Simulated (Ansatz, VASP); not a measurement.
## Two plane-wave programs on W

The input INCAR:

```
PREC = Accurate ; ENCUT = 600
EDIFF = 1E-6 ; ISMEAR = 0
SIGMA = 0.1 ; LREAL = False
LASPH = True ; NELM = 80
ALGO = Fast ; ISIF = 3
LWAVE = False ; LCHARG = False
GGA = PS ; IBRION = 2
NSW = 80 ; EDIFFG = -0.003
```

File KPOINTS:

```
Automatic mesh
0
Gamma
  48 48 48
```

File POSCAR:

```
W
1.0
   -1.5850000000      1.5850000000      1.5850000000
    1.5850000000     -1.5850000000      1.5850000000
    1.5850000000      1.5850000000     -1.5850000000
W
1
Direct
    0.0000000000      0.0000000000      0.0000000000
```

Input for Ansatz:

```yaml
crystal:
  lattice:
    - [-1.585, 1.585, 1.585]
    - [1.585, -1.585, 1.585]
    - [1.585, 1.585, -1.585]
  atoms:
    - { symbol: W, position: [0.0, 0.0, 0.0] }
scf:
  occupations: { method: gaussian, width: 0.1 }
output:
  forces: true
  stress: true
  eigenvalues: true
  write_density: true
  write_potential: true
  elf: true
  volumetric_format: npy
kpoints:
  mp_grid: { grid: [48, 48, 48] }
hamiltonian:
  xc: pbesol
relax:
  f_tol: 0.003
  max_steps: 60
  cell: { stress_tol: 0.02 }
```

Alike in both runs: task relaxation of cell and atoms; functional PBEsol; k mesh 48 × 48 × 48; occupations gaussian, width 0.1 eV; no spin polarisation.

|  | VASP | Ansatz |
| --- | --- | --- |
| version | VASP 6.6.1 | Ansatz 0.2.0 |
| potentials or method | VASP PAW PBE potentials, release 64 (W_sv) | scalar-relativistic, plane waves, PAW |
| plane-wave cutoff (eV) | 600 | 420 |
| valence electrons in the cell | 14 | 14 |

Ansatz gave:

| Item | Value |
| --- | --- |
| gap on the k mesh at the Fermi level, each at its own relaxed structure (eV) | none |
| relaxed volume (Å³/atom) | 15.69 |
| relaxed length of the cell vector where the two differ most in proportion (Å) | 2.732 |

What did VASP give for the same quantities?

gap on the k mesh at the Fermi level, each at its own relaxed structure (eV): none; relaxed volume (Å³/atom): 15.72; relaxed length of the cell vector where the two differ most in proportion (Å): 2.733.

VASP's potentials were made for PBE, not for PBEsol. A gap of «none» marks a metal or a gap that the smearing closes.

Neither program's run includes spin-orbit coupling.
